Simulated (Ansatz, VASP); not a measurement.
## KTaO3 in VASP and in Ansatz

File INCAR:

```
ALGO = Normal
EDIFF = 1E-6
ENCUT = 520
GGA = RE
ISIF = 2
ISMEAR = -1
LASPH = T
LCHARG = T
LELF = T
LREAL = F
LVHAR = T
LWAVE = F
NBANDS = 27
NELM = 100
PREC = Accurate
SIGMA = 0.05
```

KPOINTS

```
k-points
0
Gamma
  7 7 7
```

The input POSCAR:

```
KTaO3
1.0
    3.9883000000      0.0000000000      0.0000000000
    0.0000000000      3.9883000000      0.0000000000
    0.0000000000      0.0000000000      3.9883000000
Ta K O
1 1 3
Direct
    0.0000000000      0.0000000000      0.0000000000
    0.5000000000      0.5000000000      0.5000000000
    0.0000000000      0.0000000000      0.5000000000
    0.0000000000      0.5000000000      0.0000000000
    0.5000000000      0.0000000000      0.0000000000
```

The input input.yaml:

```yaml
crystal:
  lattice:
    - [3.9883, 0.0, 0.0]
    - [0.0, 3.9883, 0.0]
    - [0.0, 0.0, 3.9883]
  atoms:
    - { symbol: Ta, position: [0.0, 0.0, 0.0] }
    - { symbol: K, position: [0.5, 0.5, 0.5] }
    - { symbol: O, position: [0.0, 0.0, 0.5] }
    - { symbol: O, position: [0.0, 0.5, 0.0] }
    - { symbol: O, position: [0.5, 0.0, 0.0] }
hamiltonian:
  xc: revpbe
  pseudopotentials: { kind: paw }
kpoints:
  mp_grid: { grid: [7, 7, 7] }
  band_path:
    path:
      - [[0.0, 0.0, 0.0], [0.0, 0.5, 0.0], [0.5, 0.5, 0.0], [0.0, 0.0, 0.0], [0.5, 0.5, 0.5], [0.0, 0.5, 0.0]]
      - [[0.5, 0.5, 0.0], [0.5, 0.5, 0.5]]
    npoints: 14
scf:
  occupations: { method: fermi_dirac, width: 0.05 }
  n_extra_bands: 12
output:
  forces: true
  stress: true
  eigenvalues: true
  fatbands: true
```

Alike in both runs: functional revPBE; k mesh 7 × 7 × 7; occupations fermi-dirac, width 0.05 eV; no spin polarisation.

|  | VASP | Ansatz |
| --- | --- | --- |
| version | VASP 6.6.1 | Ansatz 0.2.0 |
| potentials or method | VASP PAW PBE potentials, release 64 (Ta_pv, K_sv, O) | Ansatz PAW |
| plane-wave cutoff (eV) | 520 | 420 |
| valence electrons in the cell | 38 | 40 |
| task | single point | band structure |

Ansatz gave:

| Property | Result |
| --- | --- |
| gap on the k mesh at the Fermi level (eV) | 2.32 |
| least direct gap on the mesh (eV) | 2.87 |
| pressure (GPa) | 8.6 |

**Question.** What did VASP give for the same quantities?

**Answer.** gap on the k mesh at the Fermi level (eV): 2.27; least direct gap on the mesh (eV): 2.83; pressure (GPa): 9.3.

VASP's potentials were made for PBE, not for revPBE. VASP's potentials hold 38 valence electrons a cell and Ansatz's 40, so a difference there can come from the potentials and not from the codes.

Spin-orbit coupling is off throughout. Noted on Ansatz's run: the k mesh misses the band edges, so the gap on the mesh is wider than the one along the path.
